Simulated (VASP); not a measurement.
# Ni (Fm-3m) in VASP: a series of runs

Runs on Ni. Level: r2SCAN. Tasks: single point.

Everything below comes from runs of VASP 6.6.1. Logs are shortened: lines on timing, memory, paths and dates and some standing lists are left out, and cuts for length are marked.

### 1 The cell of the first run

Symmetry: Fm-3m, No. 225, cubic system. The conventional cell has a = 3.476 Å, b = 3.476 Å, c = 3.476 Å, α = 90.00°, β = 90.00°, γ = 90.00°. Within 3.2 Å of Ni (site symmetry m-3m) lie 12 Ni at 2.46 Å.

### 2 Single point, r2SCAN, collinear spin, ferromagnetic start

Contents of POSCAR:

```
Ni
1.0
    0.0000000000      1.7380692641      1.7380692641
    1.7380692641      0.0000000000      1.7380692641
    1.7380692641      1.7380692641      0.0000000000
Ni
1
Direct
    0.0000000000      0.0000000000      0.0000000000
```

Contents of INCAR.step1:

```
SYSTEM = Ni
  ALGO = Normal
  EDIFF = 1E-4
  ENCUT = 520
  GGA = PE
  ISMEAR = 1
  ISPIN = 2
  LASPH = .True.
  LCHARG = .False.
  LMAXMIX = 4
  LREAL = .False.
  LWAVE = .True.
  MAGMOM = 0.807
  NBANDS = 15
  NELM = 150
  PREC = Accurate
  SIGMA = 0.01
```

Contents of INCAR.step2:

```
SYSTEM = Ni
  ALGO = Normal
  EDIFF = 1E-6
  ENCUT = 520
  ISIF = 2
  ISMEAR = 1
  ISPIN = 2
  ISTART = 1
  LASPH = .True.
  LCHARG = .False.
  LMAXMIX = 4
  LMIXTAU = .True.
  LORBIT = 11
  LREAL = .False.
  LWAVE = .False.
  MAGMOM = 0.807
  METAGGA = R2SCAN
  NBANDS = 15
  NELM = 150
  PREC = Accurate
  SIGMA = 0.01
```

Contents of KPOINTS:

```
k-points
0
Gamma
  15 15 15
  0 0 0
```

Potentials or basis: VASP PAW PBE potentials, release 64 (Ni).

Launch:

```console
$ cat potpaw_PBE.64/Ni/POTCAR > POTCAR
$ cp INCAR.step1 INCAR
$ mpirun -np 1 vasp_std > vasp.out
$ cp INCAR.step2 INCAR
$ mpirun -np 1 vasp_std > vasp.out
```

OUTCAR:

```text
SYSTEM = Ni
   EDIFF = 1E-6
   ENCUT = 520
   ISIF = 2
   ISMEAR = 1
   ISPIN = 2
   ISTART = 1
   LASPH = .True.
   LORBIT = 11
   LREAL = .False.
   METAGGA = R2SCAN
   NELM = 150
   PREC = Accurate

 ion  position               nearest neighbor table
   1  0.000  0.000  0.000-

  LATTYP: Found a face centered cubic cell.
 ALAT       =     3.4761385282

  Lattice vectors:

 A1 = (   0.0000000000,   1.7380692641,   1.7380692641)
 A2 = (   1.7380692641,   0.0000000000,   1.7380692641)
 A3 = (   1.7380692641,   1.7380692641,   0.0000000000)

Analysis of symmetry for initial positions (statically):
=====================================================================
 Subroutine PRICEL returns:
 Original cell was already a primitive cell.

 Routine SETGRP: Setting up the symmetry group for a
 face centered cubic supercell.

 Subroutine GETGRP returns: Found 48 space group operations
 (whereof 48 operations were pure point group operations)
 out of a pool of 48 trial point group operations.

The static configuration has the point symmetry O_h .

Analysis of symmetry for dynamics (positions and initial velocities):
=====================================================================
 Subroutine PRICEL returns:
 Original cell was already a primitive cell.

 Routine SETGRP: Setting up the symmetry group for a
 face centered cubic supercell.

 Subroutine GETGRP returns: Found 48 space group operations
 (whereof 48 operations were pure point group operations)
 out of a pool of 48 trial point group operations.

The dynamic configuration has the point symmetry O_h .

Analysis of structural, dynamic, and magnetic symmetry:
=====================================================================
 Subroutine PRICEL returns:
 Original cell was already a primitive cell.

 Routine SETGRP: Setting up the symmetry group for a
 face centered cubic supercell.

 Subroutine GETGRP returns: Found 48 space group operations
 (whereof 48 operations were pure point group operations)
 out of a pool of 48 trial point group operations.

The overall configuration has the point symmetry O_h .

 Subroutine INISYM returns: Found 48 space group operations
 (whereof 48 operations are pure point group operations),
 and found     1 'primitive' translations

----------------------------------------------------------------------------------------

                                     Primitive cell

  volume of cell :      10.5010

  direct lattice vectors                    reciprocal lattice vectors
     0.000000000  1.738069264  1.738069264    -0.287675532  0.287675532  0.287675532
[... 116 lines left out ...]
 Methfessel and Paxton  Order N= 1 SIGMA  =   0.01
  energy-cutoff  :      520.00
  volume of cell :       10.50
 maximum number of plane-waves:       295
   NGX =  9   NGY =  9   NGZ =  9

 number of electron       9.9999999 magnetization       0.6843681

 Free energy of the ion-electron system (eV)
  ---------------------------------------------------
  ext. energy  EPLUGINS =         0.00000000
  ---------------------------------------------------
  free energy    TOTEN  =       -11.94503539 eV

  energy without entropy =      -11.94505453  energy(sigma->0) =      -11.94504177

 E-fermi :   9.8204     XC(G=0): -14.6262

 val. band max:        9.8171740644   @ k =   0.4000   0.0000   0.0000
 cond. band min:       9.8298591714   @ k =   0.4667   0.2000   0.0667
 fundamental gap:      0.0126851070
 Fermi energy:         9.8204089465

 spin component 1

 k-point     1 :       0.0000    0.0000    0.0000
  band No.  band energies     occupation
      1       0.1659      1.00000
      2       6.8285      1.00000
      3       6.8286      1.00000
      4       6.8286      1.00000
      5       8.1747      1.00000
      6       8.1748      1.00000
      7      34.6776      0.00000
      8      39.1208      0.00000
      9      39.1208      0.00000
     10      39.1212      0.00000
     11      41.8692      0.00000
     12      41.8692      0.00000
     13      41.8693      0.00000
     14      45.2189      0.00000
[... 403 lines left out ...]
      4       7.2365      1.00000
      5       7.8037      1.00000
      6       8.3561      1.00000
      7      30.5589      0.00000
      8      33.4211      0.00000
      9      33.6666      0.00000
     10      36.1544      0.00000
     11      41.2781      0.00000
     12      45.5122      0.00000
     13      47.3655      0.00000
     14      48.0268      0.00000
     15      51.8384      0.00000

 [... further k-points ...]

 spin component 2

 k-point     1 :       0.0000    0.0000    0.0000
  band No.  band energies     occupation
      1      -0.0838      1.00000
      2       8.0961      1.00000
      3       8.0961      1.00000
      4       8.0962      1.00000
      5       8.8794      1.00000
      6       8.8795      1.00000
      7      34.4268      0.00000
      8      39.2175      0.00000
      9      39.2176      0.00000
     10      39.2176      0.00000
     11      42.1499      0.00000
     12      42.1499      0.00000
     13      42.1499      0.00000
     14      45.2872      0.00000
[... 403 lines left out ...]
      4       8.4959      1.00000
      5       8.6626      1.00000
      6       9.1042      1.00000
      7      30.6692      0.00000
      8      33.6197      0.00000
      9      33.6675      0.00000
     10      36.2190      0.00000
     11      41.7210      0.00000
     12      45.6936      0.00000
     13      47.5300      0.00000
     14      48.2042      0.00000
     15      53.5078      0.00000

 [... further k-points ...]
[... 5 lines left out ...]
  --------------------------------------------------------------------------------------
  -------------------------------------------------------------------------------------
  Total        0.0178514      0.0178514      0.0178514      0.0000000      0.0000000      0.0000000
  in kB        2.7236515      2.7236515      2.7236515      0.0000000      0.0000000      0.0000000
  external PRESSURE =       2.7236515 kB  Pullay stress =       0.0000000 kB

 VOLUME and BASIS-vectors are now :
 -----------------------------------------------------------------------------
  energy-cutoff  :      520.00
  volume of cell :       10.50
      direct lattice vectors                 reciprocal lattice vectors
     0.000000000  1.738069264  1.738069264    -0.287675532  0.287675532  0.287675532
     1.738069264  0.000000000  1.738069264     0.287675532 -0.287675532  0.287675532
     1.738069264  1.738069264  0.000000000     0.287675532  0.287675532 -0.287675532

 POSITION                                       TOTAL-FORCE (eV/Angst)
 -----------------------------------------------------------------------------------
      0.00000      0.00000      0.00000         0.000000      0.000000      0.000000
 -----------------------------------------------------------------------------------
    total drift:                                0.000000      0.000000     -0.000000

  FREE ENERGIE OF THE ION-ELECTRON SYSTEM (eV)
  ---------------------------------------------------
  free  energy   TOTEN  =       -11.9450353942 eV

  energy  without entropy=      -11.9450545292  energy(sigma->0) =      -11.94504177

 total charge

# of ion       s       p       d       tot
------------------------------------------
    1        0.528   0.550   8.333   9.411

 magnetization (x)

# of ion       s       p       d       tot
------------------------------------------
    1       -0.011  -0.043   0.756   0.703
```

OUTCAR.step1:

```text
SYSTEM = Ni
   EDIFF = 1E-4
   ENCUT = 520
   GGA = PE
   ISMEAR = 1
   ISPIN = 2
   LASPH = .True.
[... 1102 lines left out ...]
 POSITION                                       TOTAL-FORCE (eV/Angst)
 -----------------------------------------------------------------------------------
      0.00000      0.00000      0.00000         0.000000      0.000000      0.000000
 -----------------------------------------------------------------------------------
    total drift:                                0.000000     -0.000000      0.000000

  FREE ENERGIE OF THE ION-ELECTRON SYSTEM (eV)
  ---------------------------------------------------
  free  energy   TOTEN  =        -5.4623892428 eV

  energy  without entropy=       -5.4623920614  energy(sigma->0) =       -5.46239018
```

OSZICAR.step1:

```text
N       E                     dE             d eps       ncg     rms          rms(c)
DAV:   1     0.333772772029E+02    0.33377E+02   -0.41835E+03  7559   0.869E+02
DAV:   2    -0.505361023037E+01   -0.38431E+02   -0.35643E+02  8264   0.164E+02
DAV:   3    -0.648321715049E+01   -0.14296E+01   -0.14202E+01  8768   0.311E+01
DAV:   4    -0.649117718424E+01   -0.79600E-02   -0.79594E-02  8855   0.223E+00
DAV:   5    -0.649125633890E+01   -0.79155E-04   -0.79152E-04  8962   0.198E-01    0.102E+01
DAV:   6    -0.576390983413E+01    0.72735E+00   -0.12691E+01 10415   0.395E+01    0.557E+00
DAV:   7    -0.548086863285E+01    0.28304E+00   -0.20183E+00  9402   0.143E+01    0.206E+00
DAV:   8    -0.546500525061E+01    0.15863E-01   -0.22509E-02  9310   0.103E+00    0.981E-01
DAV:   9    -0.546259746588E+01    0.24078E-02   -0.21112E-03 11467   0.307E-01    0.299E-01
DAV:  10    -0.546245002409E+01    0.14744E-03   -0.12413E-04  7632   0.741E-02    0.108E-01
DAV:  11    -0.546238924285E+01    0.60781E-04   -0.14519E-04  7677   0.723E-02
   1 F= -.54623892E+01 E0= -.54623902E+01  d E =0.281856E-05  mag=     0.6247
```

It took 1.8 min on 1 thread of Intel Xeon Platinum 8259CL at 2.50GHz (Skylake/Cascade Lake), shared host; peak memory 0.15 GiB.

What came out:

```yaml
Free_energy: -11.9450 eV
Pressure: 0.3 GPa
Net_moment: 0.68 μB per cell
Site_moments: Ni +0.70 μB
Valence_electrons_inside_the_program's_atomic_spheres: Ni 9.41
```

Caveat: the PAW data sets were made with another functional, which shifts forces and pressure a little.

(Part 1 of 2 ends here.)
